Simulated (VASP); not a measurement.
Runs of VASP 6.6.1 on Tc. The structure is that of space group P6_3/mmc (No. 194), or close to it. The cells are those of the table. 

| task | level | cell | cutoff (eV) | gap on the mesh (eV) | pressure (GPa) |
| --- | --- | --- | --- | --- | --- |
| single point | PBEsol+D4 | a = 2.710, b = 2.710, c = 8.717 Å, angles 90.0, 90.0, 120.0°, 4 atoms | 520 | none | -0.8 |
| single point | PBE | a = 2.719, b = 2.719, c = 8.749 Å, angles 90.0, 90.0, 120.0°, 4 atoms | 520 | none | 9.3 |
| single point | PBE | a = 2.733, b = 2.733, c = 8.793 Å, angles 90.0, 90.0, 120.0°, 4 atoms | 520 | none | 4.3 |
| single point | PBEsol+D3(BJ) | a = 2.705, b = 2.705, c = 8.701 Å, angles 90.0, 90.0, 120.0°, 4 atoms | 520 | none | (a) |
| relaxation of cell and atoms | PBEsol | relaxed from a = 2.739, b = 2.739, c = 8.770 Å, angles 90.0, 90.0, 120.0°, 4 atoms | 600 | none | 0.0 |

Alike in all rows: potentials or basis VASP PAW PBE potentials, release 64 (Tc_pv); no spin polarisation; k mesh 11 × 11 × 3; smearing fermi-dirac 0.05 eV.

Task: Fill in the values left out.

Result: (a) -2.6.

Caveats: the PAW data sets were made with another functional, which shifts forces and pressure a little (some runs); pairwise dispersion overbinds metals, which lowers pressure and volume (some runs); three body term missing (some runs).

A k mesh can miss the band edges, and the runs leave out spin-orbit coupling on Tc.

A gap of «none» marks levels without a gap at the run's occupations.
